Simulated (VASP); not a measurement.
# W (P6_3/mmc) in VASP: further runs

Runs on W. Level: PBE. Tasks: single point, relaxation of cell and atoms.

Program: VASP 6.6.1. These are calculated values, not measurements. Logs are shortened: lines on timing, memory, paths and dates and some standing lists are left out, and cuts for length are marked.

## Step 1: The cell of the first run

Symmetry: P6_3/mmc, No. 194, hexagonal system. The conventional cell has a = 2.784 Å, b = 2.784 Å, c = 9.825 Å, α = 90.00°, β = 90.00°, γ = 120.00°. Within 3.7 Å of W (site symmetry -3m) lie 12 W at 2.78 to 2.94 Å. W (site symmetry -6m2) has 12 W at 2.78 to 2.94 Å within 3.7 Å.

This isn't the form of W at room conditions, which is bcc.

## Step 2: Single point, PBE

File INCAR:

```
SYSTEM = W
PREC     = Accurate       ! precision mode
ENCUT    = 520            ! plane-wave cutoff, eV
EDIFF    = 1E-7           ! SCF threshold, eV
ISMEAR   = 0              ! smearing method
SIGMA    = 0.1            ! smearing width, eV
LREAL    = .FALSE.        ! projectors in reciprocal space
LASPH    = .TRUE.         ! aspherical terms in the spheres
NELM     = 80             ! most SCF steps
ALGO     = Fast           ! electronic algorithm
ISIF     = 2              ! what is computed and relaxed
LWAVE    = .FALSE.        ! write WAVECAR
LCHARG   = .TRUE.         ! write CHGCAR
GGA      = PE             ! functional
LELF     = .TRUE.         ! ELF
LVHAR    = .TRUE.       
NBANDS   = 36             ! bands
```

File KPOINTS:

```
regular mesh
0
G
  18 18 6
  0 0 0
```

File POSCAR:

```
W
1.0
    2.7843063454      0.0000000000      0.0000000000
   -1.3921531727      2.4112800270      0.0000000000
    0.0000000000      0.0000000000      9.8253823772
W
4
Direct
    0.0000000000      0.0000000000      0.0000000000
    0.0000000000      0.0000000000      0.5000000000
    0.3333333333      0.6666666667      0.7500000000
    0.6666666667      0.3333333333      0.2500000000
```

Potentials or basis: VASP PAW PBE potentials, release 64 (W_sv).

Run with:

```
$ cat potpaw_PBE.64/W_sv/POTCAR > POTCAR
$ mpirun -np 1 vasp_std > vasp.out
```

OUTCAR:

```text
SYSTEM = W
   PREC = Accurate
   ENCUT = 520
   EDIFF = 1E-7
   ISMEAR = 0
   LREAL = .FALSE.
   LASPH = .TRUE.
   NELM = 80
   ISIF = 2
   GGA = PE

 ion  position               nearest neighbor table
   1  0.000  0.000  0.000-   3 2.94   4 2.94   3 2.94   4 2.94   4 2.94   3 2.94
   2  0.000  0.000  0.500-   3 2.94   4 2.94   3 2.94   4 2.94   4 2.94   3 2.94
   3  0.333  0.667  0.750-   1 2.94   2 2.94   1 2.94   2 2.94   1 2.94   2 2.94
   4  0.667  0.333  0.250-   1 2.94   2 2.94   1 2.94   2 2.94   1 2.94   2 2.94

  LATTYP: Found a hexagonal cell.
 ALAT       =     2.7843063454
 C/A-ratio  =     3.5288438693

  Lattice vectors:

 A1 = (   2.7843063454,   0.0000000000,   0.0000000000)
 A2 = (  -1.3921531727,   2.4112800270,   0.0000000000)
 A3 = (   0.0000000000,   0.0000000000,   9.8253823772)

Analysis of symmetry for initial positions (statically):
=====================================================================
 Subroutine PRICEL returns:
 Original cell was already a primitive cell.

 Routine SETGRP: Setting up the symmetry group for a
 hexagonal supercell.

 Subroutine GETGRP returns: Found 24 space group operations
 (whereof 12 operations were pure point group operations)
 out of a pool of 24 trial point group operations.

The static configuration has the point symmetry D_3d.
 The point group associated with its full space group is D_6h.

Analysis of symmetry for dynamics (positions and initial velocities):
=====================================================================
 Subroutine PRICEL returns:
 Original cell was already a primitive cell.

 Routine SETGRP: Setting up the symmetry group for a
 hexagonal supercell.

 Subroutine GETGRP returns: Found 24 space group operations
 (whereof 12 operations were pure point group operations)
 out of a pool of 24 trial point group operations.

The dynamic configuration has the point symmetry D_3d.
 The point group associated with its full space group is D_6h.

 Subroutine INISYM returns: Found 24 space group operations
 (whereof 12 operations are pure point group operations),
 and found     1 'primitive' translations

----------------------------------------------------------------------------------------

                                     Primitive cell

  volume of cell :      65.9651

  direct lattice vectors                    reciprocal lattice vectors
[... 91 lines left out ...]
   EDIFF  = 0.1E-06   stopping-criterion for ELM
   LREAL  =      F    real-space projection
   EDIFFG = 0.1E-05   stopping-criterion for IOM
   NSW    =      0    number of steps for IOM
   IBRION =     -1    ionic relax: 0-MD 1-quasi-New 2-CG
   NFREE  =      0    steps in history (QN), initial steepest desc. (CG)
   ISIF   =      2    stress and relaxation
   ISYM   =      2    0-nonsym 1-usesym 2-fastsym
   POTIM  = 0.5000    time-step for ionic-motion
   TEBEG  =    0.0;   TEEND  =   0.0 temperature during run
   PSTRESS=    0.0 pullay stress
   NELECT =      56.0000    total number of electrons
   NUPDOWN=      -1.0000    fix difference up-down
   EMIN   =  10.00;   EMAX   =-10.00  energy-range for DOS
   EFERMI =   0.00;   METHOD = LEGACY
   ISMEAR =     0;   SIGMA  =   0.10  broadening in eV -4-tet -1-fermi 0-gaus
   EFERMI_NEDOS =   21; number of points for ismear=-14 and -15
   IALGO  =     68    algorithm
   IMIX   =      4    mixing-type and parameters
     AMIX     =   0.40;   BMIX     =  1.00
     AMIX_MAG =   1.60;   BMIX_MAG =  1.00
  volume/ion in A,a.u.               =      16.49       111.29
  Fermi-wavevector in a.u.,A,eV,Ry     =   1.550123  2.929308 32.693181  2.402881
  Thomas-Fermi vector in A             =   2.654831
   LORBIT       =      0    0 simple, 1 ext, 2 COOP (PROOUT), +10 PAW based schemes
   GGA     = PE    functional components
   LHFCALC =     F    Hartree Fock is set to
   AEXX    =    0.0000 exact exchange contribution
   IVDW    =     0    specifies the selected vdW correction
   LEPSILON=     F    determine dielectric tensor
   LRPA    =     F    only Hartree local field effects (RPA)
 non-spin polarized calculation
 RMM-DIIS sequential band-by-band and
 Gauss-broadening in eV      SIGMA  =   0.10
  energy-cutoff  :      520.00
  volume of cell :       65.97
 maximum number of plane-waves:      1796
 NGX is ok and might be reduce to    24
   NGX = 11   NGY = 11   NGZ = 37

 number of electron      56.0000007 magnetization

 Free energy of the ion-electron system (eV)
  ---------------------------------------------------
  ext. energy  EPLUGINS =         0.00000000
  ---------------------------------------------------
  free energy    TOTEN  =       -49.90808676 eV

  energy without entropy =      -49.88917963  energy(sigma->0) =      -49.89863319

 E-fermi :  10.5132     XC(G=0): -13.4016

 val. band max:       10.5115490646   @ k =   0.3889  -0.0000   0.1667
 cond. band min:      10.5168921769   @ k =   0.0000   0.0000   0.1667
 fundamental gap:      0.0053431123
 Fermi energy:        10.5131624847

 k-point     1 :       0.0000    0.0000    0.0000
  band No.  band energies     occupation
      1     -63.2630      2.00000
      2     -63.2386      2.00000
      3     -63.2085      2.00000
      4     -63.1840      2.00000
      5     -27.9814      2.00000
      6     -27.5466      2.00000
[... 925 lines left out ...]
     35      15.1314      0.00000
     36      15.7072      0.00000

 [... further k-points ...]

------------------------ aborting loop because EDIFF is reached ----------------------------------------

  FORCE on cell =-STRESS in cart. coord.  units (eV):
  Direction    XX          YY          ZZ          XY          YZ          ZX
  --------------------------------------------------------------------------------------
  -------------------------------------------------------------------------------------
  Total        0.2296463      0.2296463      0.1555734     -0.0000000     -0.0000000      0.0000000
  in kB        5.5777103      5.5777103      3.7786088     -0.0000000     -0.0000000      0.0000000
  external PRESSURE =       4.9780098 kB  Pullay stress =       0.0000000 kB

 VOLUME and BASIS-vectors are now :
 -----------------------------------------------------------------------------
  energy-cutoff  :      520.00
  volume of cell :       65.97
      direct lattice vectors                 reciprocal lattice vectors
     2.784306345  0.000000000  0.000000000     0.359155882  0.207358745  0.000000000
    -1.392153173  2.411280027  0.000000000     0.000000000  0.414717490  0.000000000
     0.000000000  0.000000000  9.825382377     0.000000000  0.000000000  0.101777209

 POSITION                                       TOTAL-FORCE (eV/Angst)
 -----------------------------------------------------------------------------------
      0.00000      0.00000      0.00000         0.000000      0.000000      0.000000
      0.00000      0.00000      4.91269         0.000000      0.000000      0.000000
     -0.00000      1.60752      7.36904         0.000000      0.000000      0.000000
      1.39215      0.80376      2.45635        -0.000000      0.000000     -0.000000
 -----------------------------------------------------------------------------------
    total drift:                                0.000000      0.000000     -0.000000

  FREE ENERGIE OF THE ION-ELECTRON SYSTEM (eV)
  ---------------------------------------------------
  free  energy   TOTEN  =       -49.9080867577 eV

  energy  without entropy=      -49.8891796281  energy(sigma->0) =      -49.89863319
```

OSZICAR:

```text
N       E                     dE             d eps       ncg     rms          rms(c)
DAV:   1     0.697382755604E+03    0.69738E+03   -0.31891E+04 10656   0.182E+03
DAV:   2    -0.155033183227E+02   -0.71289E+03   -0.69900E+03 11144   0.573E+02
DAV:   3    -0.512955451901E+02   -0.35792E+02   -0.34385E+02 12516   0.122E+02
DAV:   4    -0.523442549253E+02   -0.10487E+01   -0.10194E+01 12908   0.185E+01
DAV:   5    -0.523618618541E+02   -0.17607E-01   -0.17560E-01 12444   0.247E+00    0.381E+01
RMM:   6    -0.504019708838E+02    0.19599E+01   -0.25687E+00 10952   0.103E+01    0.155E+01
RMM:   7    -0.499035923149E+02    0.49838E+00   -0.21616E+00 11797   0.863E+00    0.132E+00
RMM:   8    -0.499095832779E+02   -0.59910E-02   -0.20529E-01 14055   0.208E+00    0.548E-01
RMM:   9    -0.499072325044E+02    0.23508E-02   -0.43929E-02 14192   0.102E+00    0.149E-01
RMM:  10    -0.499080314218E+02   -0.79892E-03   -0.94212E-03 15205   0.452E-01    0.423E-02
RMM:  11    -0.499080773956E+02   -0.45974E-04   -0.11120E-03 15383   0.199E-01    0.181E-02
RMM:  12    -0.499080838935E+02   -0.64979E-05   -0.16027E-04 15135   0.737E-02    0.524E-03
RMM:  13    -0.499080861662E+02   -0.22727E-05   -0.32280E-05 15369   0.364E-02    0.257E-03
RMM:  14    -0.499080865599E+02   -0.39370E-06   -0.41996E-06 14875   0.129E-02    0.106E-03
RMM:  15    -0.499080866711E+02   -0.11112E-06   -0.94218E-07 11463   0.692E-03    0.856E-04
RMM:  16    -0.499080867577E+02   -0.86643E-07   -0.23421E-07  9019   0.354E-03
   1 F= -.49908087E+02 E0= -.49898633E+02  d E =-.189071E-01
```

stdout:

```text
POSCAR found type information on POSCAR W
 POSCAR found :  1 types and       4 ions
 scaLAPACK will be used
 LDA part: xc-table for (Slater+PW92), standard interpolation
 POSCAR, INCAR and KPOINTS ok, starting setup
 FFT: planning ... GRIDC
 FFT: planning ... GRID_SOFT
 FFT: planning ... GRID
 WAVECAR not read
 entering main loop
WARNING in EDDRMM: call to ZHEGV failed, returncode =   8  4     33
WARNING in EDDRMM: call to ZHEGV failed, returncode =   8  4     33
WARNING in EDDRMM: call to ZHEGV failed, returncode =   8  4     32
```

Wall time 3.2 min (1 thread of Intel Xeon 6975P-C (Granite Rapids), shared host); peak memory 0.38 GiB.

What came out:

- Free energy: -49.9081 eV
- Pressure: 0.5 GPa
- Band gap on the k mesh: zero (bands 28 and 29 overlap by 2.07 eV)

Levels at points of the mesh, in eV from the Fermi level:
```tsv
k point	band 25	band 26	band 27	band 28	band 29	band 30	band 31	band 32
(0.00, 0.00, 0.00)	-0.56	-0.42	-0.42	-0.22	-0.15	-0.15	0.03	0.03
(0.50, 0.00, 0.00)	-1.13	-0.42	-0.23	1.45	1.64	1.64	2.26	4.39
(0.00, 0.00, 0.50)	-0.44	-0.44	-0.44	-0.44	-0.13	-0.13	-0.13	-0.13
(0.50, 0.00, 0.50)	-0.04	-0.04	0.26	0.26	0.70	0.70	3.54	3.54
```

Caveat: spin-orbit coupling is left out, which moves the levels of the heavy elements.

## Step 3: Single point, PBE

This run uses another cell than the first one, of 20.37 Å³/atom.

File INCAR:

```
SYSTEM = W
  PREC = Accurate
  ENCUT = 520
  EDIFF = 1E-6
  ISMEAR = 0
  SIGMA = 0.1
  LREAL = .FALSE.
  LASPH = .TRUE.
  NELM = 60
  ALGO = Fast
  ISIF = 2
  LWAVE = .FALSE.
  LCHARG = .FALSE.
  GGA = PE
  NBANDS = 36
```

File KPOINTS:

```
regular mesh
0
G
  12 12 10
  0 0 0
```

File POSCAR:

```
W
1.0
    4.3547561856      0.0000000000      0.0000000000
   -2.1773780928      3.7713294840      0.0000000000
    0.0000000000      0.0000000000      4.9618176390
W
4
Direct
    0.0000000000      0.0000000000      0.7500000000
    0.0000000000      0.0000000000      0.2500000000
    0.3333333333      0.6666666667      0.7500000000
    0.6666666667      0.3333333333      0.2500000000
```

Potentials or basis: VASP PAW PBE potentials, release 64 (W_sv).

Run with:

```
$ cat potpaw_PBE.64/W_sv/POTCAR > POTCAR
$ mpirun -np 1 vasp_std > vasp.out
```

Run time: 3.2 min. Hardware: 1 thread of Intel Xeon Platinum 8559C (Emerald Rapids), shared host; peak memory 0.36 GiB.

It converged, with:

| Item | Value |
| --- | --- |
| Free energy | -45.1578 eV |
| Pressure | 0.7 GPa |
| Band gap on the k mesh | zero (bands 28 and 29 overlap by 0.75 eV) |

Stress tensor (GPa, compression positive):
```
0.76 0.00 0.00
0.00 0.76 0.00
0.00 0.00 0.63
```

Levels at points of the mesh, in eV from the Fermi level:
```tsv
k point	band 26	band 27	band 28	band 29	band 30	band 31
(0.00, 0.00, 0.00)	-0.66	-0.66	0.37	0.37	0.56	0.70
(0.50, 0.00, 0.00)	-1.49	-0.96	-0.72	1.15	1.92	2.10
(0.00, 0.00, 0.50)	-0.26	-0.26	-0.26	0.86	0.86	0.86
(0.50, 0.00, 0.50)	-1.78	-0.88	-0.88	0.70	0.70	2.22
```

Caveat: spin-orbit coupling is left out, which moves the levels of the heavy elements.

(Part 1 of 2 ends here.)

The gap in the log of VASP goes by the Fermi energy; the results here count the filled bands.